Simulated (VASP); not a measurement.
A run of VASP 6.6.1:

File INCAR:

```
SYSTEM = HfMg3
ALGO = Normal
EDIFF = 1E-7
ENCUT = 520
GGA = PE
ISIF = 2
ISMEAR = 0
LASPH = .TRUE.
LCHARG = .TRUE.
LELF = .TRUE.
LREAL = .FALSE.
LVHAR = .TRUE.
LWAVE = .FALSE.
NBANDS = 16
NELM = 80
PREC = Accurate
SIGMA = 0.05
```

Contents of KPOINTS:

```
k-points
0
G
  8 8 8
  0 0 0
```

POSCAR

```
HfMg3
1.0
    4.4935498586      0.0000000000      0.0000000000
    0.0000000000      4.4935498586      0.0000000000
    0.0000000000      0.0000000000      4.4935498586
Hf Mg
1 3
Direct
    0.0000000000      0.0000000000      0.0000000000
    0.0000000000      0.5000000000      0.5000000000
    0.5000000000      0.5000000000      0.0000000000
    0.5000000000      0.0000000000      0.5000000000
```

Potentials or basis: VASP PAW PBE potentials, release 64 (Hf_pv, Mg).

Command:

```console
$ cat potpaw_PBE.64/Hf_pv/POTCAR potpaw_PBE.64/Mg/POTCAR > POTCAR
$ mpirun -np 1 vasp_std > vasp.out
```

Hardware: 1 thread of Intel Xeon 8259CL (shared host).

Question: How long does it take, and how much memory?

Answer: It took 87 s on 1 thread of Intel Xeon 8259CL, on a shared host, peak memory 0.23 GiB. Counts: scf iterations 13, k points 35.
